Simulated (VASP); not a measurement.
## FeAu: single point with PBE

FeAu:

```xyz
2
Lattice="1.4023 0.8096 4.4395 -1.4023 0.8096 4.4395 0.0000 -1.6192 4.4395" Properties=species:S:1:pos:R:3 pbc="T T T"
Au    0.0000    0.0000    0.0000
Fe    0.0000    0.0000    6.6592
```

- Program: VASP 6.6.1
- Task: single point
- Functional: PBE
- Potentials or basis: VASP PAW PBE potentials, release 64 (Au, Fe)
- Cutoff: 520 eV
- k mesh: 11 × 11 × 11
- Occupations: fermi-dirac, width 0.05 eV
- Spin: collinear spin, ferromagnetic start
- Starting moments: [0.0, 3.0] μB
- Dipole correction: no
- Further INCAR settings: ALGO = Normal; EDIFF = 1e-06; NBANDS = 20

| Quantity | Value |
| --- | --- |
| Pressure | 1.7 GPa |
| Net moment | 2.88 μB per cell |
| Site moments | Au +0.04; Fe +2.86 μB |
| Valence electrons inside the program's atomic spheres | Au 9.77; Fe 6.86 |

Stress tensor (GPa, compression positive):
```
1.25 0.00 0.00
0.00 1.25 0.00
0.00 0.00 2.60
```

Levels at points of the mesh, in eV from the Fermi level:
Spin up:
```tsv
k point	band 9	band 10	band 11	band 12	band 13	band 14
(0.00, 0.00, 0.00)	-2.27	-1.58	-1.58	-0.74	4.30	14.82
```
Spin down:
```csv
k point,band 6,band 7,band 8,band 9,band 10,band 11
"(0.00, 0.00, 0.00)",-3.47,-1.30,-0.65,0.30,0.30,1.25
```

It took 120 s on 1 thread of Intel(R) Xeon(R) 6975P-C (Granite Rapids) (shared host), peak memory 0.34 GiB.

Caveat: spin-orbit coupling is left out, which moves the levels of the heavy elements.
